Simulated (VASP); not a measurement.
# ZrB2 (d3) (P6/mmm) in VASP: further runs

Runs on ZrB2 (d3). Level: PBE+D3(BJ). Tasks: single point, relaxation of cell and atoms.

Everything below comes from runs of VASP 6.6.1. Logs are shortened: lines on timing, memory, paths and dates and some standing lists are left out, and cuts for length are marked.

### 1 The cell of the first run

It takes space group P6/mmm (No. 191, hexagonal). The conventional cell has a = 3.168 Å, b = 3.168 Å, c = 3.552 Å, α = 90.00°, β = 90.00°, γ = 120.00°. Zr (site symmetry 6/mmm) has 12 B at 2.55 Å and 6 Zr at 3.17 Å within 3.4 Å. Within 2.4 Å of B (site symmetry -6m2) lie 3 B at 1.83 Å.

### 2 Single point, PBE+D3(BJ)

File INCAR:

```
SYSTEM = ZrB2
PREC     = Accurate       ! precision mode
ENCUT    = 500            ! plane-wave cutoff, eV
EDIFF    = 1E-6           ! SCF threshold, eV
ISMEAR   = 0              ! smearing method
SIGMA    = 0.1            ! smearing width, eV
LREAL    = .False.        ! projectors in reciprocal space
LASPH    = .True.         ! aspherical terms in the spheres
NELM     = 120            ! most SCF steps
ALGO     = Normal         ! electronic algorithm
ISIF     = 2              ! what is computed and relaxed
LWAVE    = .False.        ! write WAVECAR
LCHARG   = .True.         ! write CHGCAR
GGA      = PE             ! functional
IVDW     = 12             ! dispersion correction
LELF     = .True.         ! ELF
LVHAR    = .True.       
NBANDS   = 16             ! bands
GGA_COMPAT= .False.
```

File KPOINTS:

```
Automatic mesh
0
Gamma
  6 6 6
  0 0 0
```

File POSCAR:

```
ZrB2
1.0
    3.1675246600      0.0000000000      0.0000000000
   -1.5837623300      2.7431568200      0.0000000000
    0.0000000000      0.0000000000      3.5523880600
Zr B
1 2
Direct
    0.0000000000      0.0000000000      0.0000000000
    0.3333333300      0.6666666700      0.5000000000
    0.6666666700      0.3333333300      0.5000000000
```

Potentials or basis: VASP PAW PBE potentials, release 64 (Zr_sv, B).

The run is started by

```console
> cat potpaw_PBE.64/Zr_sv/POTCAR potpaw_PBE.64/B/POTCAR > POTCAR
> mpirun -np 1 vasp_std > vasp.out
```

OUTCAR:

```text
SYSTEM = ZrB2
   PREC = Accurate
   ENCUT = 500
   EDIFF = 1E-6
   ISMEAR = 0
   LREAL = .False.
   LASPH = .True.
   NELM = 120
   ISIF = 2
   GGA = PE
   IVDW = 12
 IVDW          = 12

 ion  position               nearest neighbor table
   1  0.000  0.000  0.000-   2 2.55   3 2.55   2 2.55   3 2.55   2 2.55   2 2.55   3 2.55   3 2.55
                             3 2.55   3 2.55   2 2.55   2 2.55
   2  0.333  0.667  0.500-   3 1.83   3 1.83   3 1.83   1 2.55   1 2.55   1 2.55   1 2.55   1 2.55
                             1 2.55
   3  0.667  0.333  0.500-   2 1.83   2 1.83   2 1.83   1 2.55   1 2.55   1 2.55   1 2.55   1 2.55
                             1 2.55

  LATTYP: Found a hexagonal cell.
 ALAT       =     3.1675246600
 C/A-ratio  =     1.1215028899

  Lattice vectors:

 A1 = (   3.1675246600,   0.0000000000,   0.0000000000)
 A2 = (  -1.5837623300,   2.7431568200,   0.0000000000)
 A3 = (   0.0000000000,   0.0000000000,   3.5523880600)

Analysis of symmetry for initial positions (statically):
=====================================================================
 Subroutine PRICEL returns:
 Original cell was already a primitive cell.

 Routine SETGRP: Setting up the symmetry group for a
 hexagonal supercell.

 Subroutine GETGRP returns: Found 24 space group operations
 (whereof 24 operations were pure point group operations)
 out of a pool of 24 trial point group operations.

The static configuration has the point symmetry D_6h.

Analysis of symmetry for dynamics (positions and initial velocities):
=====================================================================
 Subroutine PRICEL returns:
 Original cell was already a primitive cell.

 Routine SETGRP: Setting up the symmetry group for a
 hexagonal supercell.

 Subroutine GETGRP returns: Found 24 space group operations
 (whereof 24 operations were pure point group operations)
 out of a pool of 24 trial point group operations.

The dynamic configuration has the point symmetry D_6h.

 Subroutine INISYM returns: Found 24 space group operations
 (whereof 24 operations are pure point group operations),
 and found     1 'primitive' translations

----------------------------------------------------------------------------------------

                                     Primitive cell

  volume of cell :      30.8668

  direct lattice vectors                    reciprocal lattice vectors
     3.167524660  0.000000000  0.000000000     0.315703935  0.182271752  0.000000000
    -1.583762330  2.743156820  0.000000000     0.000000000  0.364543504  0.000000000
     0.000000000  0.000000000  3.552388060     0.000000000  0.000000000  0.281500777

  length of vectors
     3.167524660  3.167524658  3.552388060     0.364543504  0.364543504  0.281500777

[... 89 lines left out ...]
   ISYM   =      2    0-nonsym 1-usesym 2-fastsym
   POTIM  = 0.5000    time-step for ionic-motion
   TEBEG  =    0.0;   TEEND  =   0.0 temperature during run
   PSTRESS=    0.0 pullay stress
   NELECT =      18.0000    total number of electrons
   NUPDOWN=      -1.0000    fix difference up-down
   EMIN   =  10.00;   EMAX   =-10.00  energy-range for DOS
   EFERMI =   0.00;   METHOD = LEGACY
   ISMEAR =     0;   SIGMA  =   0.10  broadening in eV -4-tet -1-fermi 0-gaus
   EFERMI_NEDOS =   21; number of points for ismear=-14 and -15
   IALGO  =     38    algorithm
   IMIX   =      4    mixing-type and parameters
     AMIX     =   0.40;   BMIX     =  1.00
     AMIX_MAG =   1.60;   BMIX_MAG =  1.00
  volume/ion in A,a.u.               =      10.29        69.43
  Fermi-wavevector in a.u.,A,eV,Ry     =   1.367735  2.584645 25.452408  1.870699
  Thomas-Fermi vector in A             =   2.493761
   LORBIT       =      0    0 simple, 1 ext, 2 COOP (PROOUT), +10 PAW based schemes
   GGA     = PE    functional components
   LHFCALC =     F    Hartree Fock is set to
   AEXX    =    0.0000 exact exchange contribution
   IVDW    =    12    specifies the selected vdW correction
   LEPSILON=     F    determine dielectric tensor
   LRPA    =     F    only Hartree local field effects (RPA)
 non-spin polarized calculation
 Gauss-broadening in eV      SIGMA  =   0.10
  energy-cutoff  :      500.00
  volume of cell :       30.87
 maximum number of plane-waves:       794
 NGX is ok and might be reduce to    24
   NGX = 11   NGY = 11   NGZ = 13

 number of electron      18.0000000 magnetization

 Free energy of the ion-electron system (eV)
  ---------------------------------------------------
  ext. energy  EPLUGINS =         0.00000000
  ---------------------------------------------------
  free energy    TOTEN  =       -24.92541087 eV

  energy without entropy =      -24.91985203  energy(sigma->0) =      -24.92263145

 E-fermi :  10.1003     XC(G=0): -12.4241

 val. band max:       10.0130794019   @ k =   0.1667   0.1667   0.1667
 cond. band min:      10.1550183148   @ k =   0.1667   0.1667   0.1667
 fundamental gap:      0.1419389128
 Fermi energy:        10.1003211393

 k-point     1 :       0.0000    0.0000    0.0000
  band No.  band energies     occupation
      1     -38.1661      2.00000
      2     -16.3711      2.00000
      3     -15.7857      2.00000
      4     -15.7857      2.00000
      5      -2.2432      2.00000
      6       7.8918      2.00000
[... 433 lines left out ...]
      3     -16.4483      2.00000
      4     -15.9137      2.00000
      5       0.2370      2.00000
      6       4.5979      2.00000
[... 8 lines left out ...]
     15      18.8925      0.00000
     16      22.0895      0.00000

 [... further k-points ...]

------------------------ aborting loop because EDIFF is reached ----------------------------------------

 Edisp (eV)   -1.16542

 E8    (eV) :    -0.5146

  FORCE on cell =-STRESS in cart. coord.  units (eV):
  Direction    XX          YY          ZZ          XY          YZ          ZX
  --------------------------------------------------------------------------------------
  -------------------------------------------------------------------------------------
  Total      -0.96106    -0.96106    -1.46328     0.00000     0.00000     0.00000
  in kB     -49.88515   -49.88515   -75.95334     0.00000     0.00000     0.00000
  external pressure =      -58.57 kB  Pullay stress =        0.00 kB

 VOLUME and BASIS-vectors are now :
 -----------------------------------------------------------------------------
  energy-cutoff  :      500.00
  volume of cell :       30.87
      direct lattice vectors                 reciprocal lattice vectors
     3.167524660  0.000000000  0.000000000     0.315703935  0.182271752  0.000000000
    -1.583762330  2.743156820  0.000000000     0.000000000  0.364543504  0.000000000
     0.000000000  0.000000000  3.552388060     0.000000000  0.000000000  0.281500777

 POSITION                                       TOTAL-FORCE (eV/Angst)
 -----------------------------------------------------------------------------------
      0.00000      0.00000      0.00000         0.000000      0.000000     -0.000000
     -0.00000      1.82877      1.77619         0.000000     -0.000000     -0.000000
      1.58376      0.91439      1.77619        -0.000000      0.000000      0.000000
 -----------------------------------------------------------------------------------
    total drift:                                0.000000     -0.000000     -0.000000

  FREE ENERGIE OF THE ION-ELECTRON SYSTEM (eV)
  ---------------------------------------------------
  free  energy   TOTEN  =       -26.0908324627 eV

  energy  without entropy=      -26.0852736303  energy(sigma->0) =      -26.08805305
```

Wall time 24 s (1 thread of Intel Xeon 8259CL, shared host); peak memory 0.16 GiB.

What came out:

```
Free energy                : -26.0908 eV
Pressure                   : -5.9 GPa
Band gap on the k mesh     : zero (band 9 reaches 11.29 eV, above the bottom of band 10 at 10.15 eV)
Dispersion energy per atom : -0.388 eV
```

Stress tensor (GPa, compression positive):
```
-4.99  0.00  0.00
 0.00 -4.99  0.00
 0.00  0.00 -7.60
```

Caveat: the k points lie up to 0.38 Å⁻¹ apart; pairwise dispersion overbinds metals, which lowers pressure and volume.

### 3 Single point, PBE+D3(BJ)

This run uses another cell than the first one, of 10.02 Å³/atom, 0.974 times its volume.

File INCAR:

```
SYSTEM = ZrB2
  PREC = Accurate
  ENCUT = 500
  EDIFF = 1E-6
  ISMEAR = 0
  SIGMA = 0.1
  LREAL = .False.
  LASPH = .True.
  NELM = 120
  ALGO = Normal
  ISIF = 2
  LWAVE = .False.
  LCHARG = .True.
  GGA = PE
  IVDW = 12
  LELF = .True.
  LVHAR = .True.
  NBANDS = 16
  GGA_COMPAT = .False.
```

File KPOINTS:

```
Automatic mesh
0
Gamma
  15 15 12
  0 0 0
```

File POSCAR:

```
ZrB2
1.0
    3.1445108617      0.0000000000      0.0000000000
   -1.5722554308      2.7232262887      0.0000000000
    0.0000000000      0.0000000000      3.5102444887
Zr B
1 2
Direct
    0.0000000000      0.0000000000      0.0000000000
    0.3333333333      0.6666666667      0.5000000000
    0.6666666667      0.3333333333      0.5000000000
```

Potentials or basis: VASP PAW PBE potentials, release 64 (Zr_sv, B).

The run is started by

```console
> cat potpaw_PBE.64/Zr_sv/POTCAR potpaw_PBE.64/B/POTCAR > POTCAR
> mpirun -np 1 vasp_std > vasp.out
```

Run time: 2 min. Hardware: 1 thread of Intel Xeon 8259CL, shared host; peak memory 0.22 GiB.

The run converged. Its results:

* Free energy: -26.1591 eV
* Pressure: 0.2 GPa
* Band gap on the k mesh: zero (band 9 reaches 11.58 eV, above the bottom of band 10 at 10.54 eV)
* Dispersion energy per atom: -0.399 eV

Levels at points of the mesh, in eV from the Fermi level:
```
           k point  band 5  band 6  band 7  band 8  band 9  band 10  band 11  band 12  band 13  band 14
(0.00, 0.00, 0.00)  -12.83   -2.66   -2.66   -2.63   -2.34     3.51     3.51     4.29     4.29     5.04
(0.00, 0.00, 0.50)  -10.72   -7.02   -0.96   -0.96    0.36     0.36     0.81     0.81     1.87     5.12
```

Caveat: pairwise dispersion overbinds metals, which lowers pressure and volume.

### 4 Relaxation of cell and atoms, PBE+D3(BJ)

File INCAR:

```
SYSTEM = ZrB2
PREC = Accurate
ENCUT = 500
EDIFF = 1E-7
ISMEAR = 0
SIGMA = 0.1
LREAL = .False.
LASPH = .True.
NELM = 120
ALGO = Normal
ISIF = 3
LWAVE = .False.
LCHARG = .False.
GGA = PE
IVDW = 12
IBRION = 2
NSW = 100
EDIFFG = -0.002
GGA_COMPAT = .False.
NELMIN = 4
```

KPOINTS is that of step 3.

File POSCAR:

```
ZrB2
1.0
    3.1675246600      0.0000000000      0.0000000000
   -1.5837623300      2.7431568200      0.0000000000
    0.0000000000      0.0000000000      3.5523880600
Zr B
1 2
Direct
    0.0000000000      0.0000000000      0.0000000000
    0.3333333300      0.6666666700      0.5000000000
    0.6666666700      0.3333333300      0.5000000000
```

The run is started by

```console
> cat potpaw_PBE.64/Zr_sv/POTCAR potpaw_PBE.64/B/POTCAR > POTCAR
> mpirun -np 1 vasp_std > vasp.out
```

Wall time 8.3 min (1 thread of Intel Xeon 8259CL, shared host); peak memory 0.22 GiB.

Results (log left out):

```
Free energy                            : -26.1597 eV
Relaxed volume                         : 10.03 Å³/atom
Relaxed cell                           : a = 3.145 Å, b = 3.145 Å, c = 3.511 Å, α = 90.00°, β = 90.00°, γ = 120.00°
Space group after relaxing (to 0.05 Å) : P6/mmm (No. 191)
Energy gained by relaxing              : 5.2 meV/atom
Ionic steps                            : 8
Pressure after relaxing                : 0.0 GPa
Band gap on the k mesh                 : zero (band 9 reaches 11.57 eV, above the bottom of band 10 at 10.53 eV)
Dispersion energy per atom             : -0.399 eV
```

Step by step:
| step | energy change (eV) | largest force (eV/Å) | pressure (GPa) | volume (Å³) |
| --- | --- | --- | --- | --- |
| 1 | 0.0000 | 0.0000 | -6.10 | 30.87 |
| 2 | 0.0080 | 0.0000 | 8.35 | 29.15 |
| 3 | -0.0154 | 0.0000 | 0.01 | 30.08 |
| 4 | -0.0154 | 0.0000 | 0.13 | 30.07 |
| 5 | -0.0157 | 0.0000 | 0.11 | 30.06 |
| 6 | -0.0157 | 0.0000 | 0.11 | 30.06 |
| 7 | -0.0157 | 0.0000 | -0.11 | 30.09 |
| 8 | -0.0157 | 0.0000 | 0.01 | 30.08 |

Final structure:
```xyz
3
Lattice="3.1450 0.0000 0.0000 -1.5725 2.7236 0.0000 0.0000 0.0000 3.5112" Properties=species:S:1:pos:R:3 pbc="T T T"
Zr    0.0000    0.0000    0.0000
B     0.0000    1.8157    1.7556
B     1.5725    0.9079    1.7556
```

Levels at points of the mesh, in eV from the Fermi level:
```csv
k point,band 5,band 6,band 7,band 8,band 9,band 10,band 11,band 12,band 13
"(0.00, 0.00, 0.00)",-12.83,-2.66,-2.66,-2.63,-2.34,3.51,3.51,4.28,4.28
"(0.00, 0.00, 0.50)",-10.72,-7.01,-0.96,-0.96,0.36,0.36,0.81,0.81,1.86
```

Caveat: pairwise dispersion overbinds metals, which lowers pressure and volume.

### 5 Overview

```csv
task,cell,k mesh,gap on the mesh (eV),pressure (GPa)
single point,"a = 3.168, b = 3.168, c = 3.552 Å, angles 90.0, 90.0, 120.0°, 3 atoms",6 × 6 × 6,none,-5.9
single point,"a = 3.145, b = 3.145, c = 3.510 Å, angles 90.0, 90.0, 120.0°, 3 atoms",15 × 15 × 12,none,0.2
relaxation of cell and atoms,"relaxed from a = 3.168, b = 3.168, c = 3.552 Å, angles 90.0, 90.0, 120.0°, 3 atoms",15 × 15 × 12,none,0.0
```

Alike in all rows: level PBE+D3(BJ); potentials or basis VASP PAW PBE potentials, release 64 (Zr_sv, B); no spin polarisation; cutoff (eV) 500; smearing gaussian 0.1 eV.

Caveats: some runs use coarse meshes; pairwise dispersion overbinds metals, which lowers pressure and volume.

Total energies depend on the potentials used, so only differences within one code and one set of settings carry meaning.
